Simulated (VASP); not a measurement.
A run of VASP 6.6.1 is set up as follows.

File INCAR:

```
SYSTEM = Y3Ge
PREC = Accurate ; ENCUT = 600
EDIFF = 1E-6 ; ISMEAR = 0
SIGMA = 0.1 ; LREAL = .False.
LASPH = .True. ; NELM = 60
ALGO = Normal ; ISIF = 3
LWAVE = .False. ; LCHARG = .False.
GGA = PE ; IBRION = 2
NSW = 90 ; EDIFFG = -0.04
```

Contents of KPOINTS:

```
regular mesh
0
Gamma
  4 4 4
  0 0 0
```

POSCAR

```
Y3Ge
1.0
    4.5735495076      0.0000000000      0.0000000000
    0.0000000000      4.5735495076      0.0000000000
    0.0000000000      0.0000000000      4.5735495076
Y Ge
3 1
Direct
    0.0000000000      0.5000000000      0.5000000000
    0.5000000000      0.0000000000      0.5000000000
    0.5000000000      0.5000000000      0.0000000000
    0.0000000000      0.0000000000      0.0000000000
```

Potentials or basis: VASP PAW PBE potentials, release 64 (Y_sv, Ge_d).

Command:

```sh
$ cat potpaw_PBE.64/Y_sv/POTCAR potpaw_PBE.64/Ge_d/POTCAR > POTCAR
$ mpirun -np 1 vasp_std > vasp.out
```

Q: Estimate the space group after relaxing (to 0.05 Å).

A: Pm-3m (No. 221).

Q: What does it give for the relaxed cell?

A: a = 4.701 Å, b = 4.701 Å, c = 4.701 Å, α = 90.00°, β = 90.00°, γ = 90.00°.

Final structure:
```yaml
crystal:
  lattice:
    - [4.70073, 0.00000, 0.00000]
    - [0.00000, 4.70073, 0.00000]
    - [0.00000, 0.00000, 4.70073]
  atoms:
    - { symbol: Y, position: [0.00000, 0.50000, 0.50000] }
    - { symbol: Y, position: [0.50000, 0.00000, 0.50000] }
    - { symbol: Y, position: [0.50000, 0.50000, 0.00000] }
    - { symbol: Ge, position: [0.00000, 0.00000, 0.00000] }
```
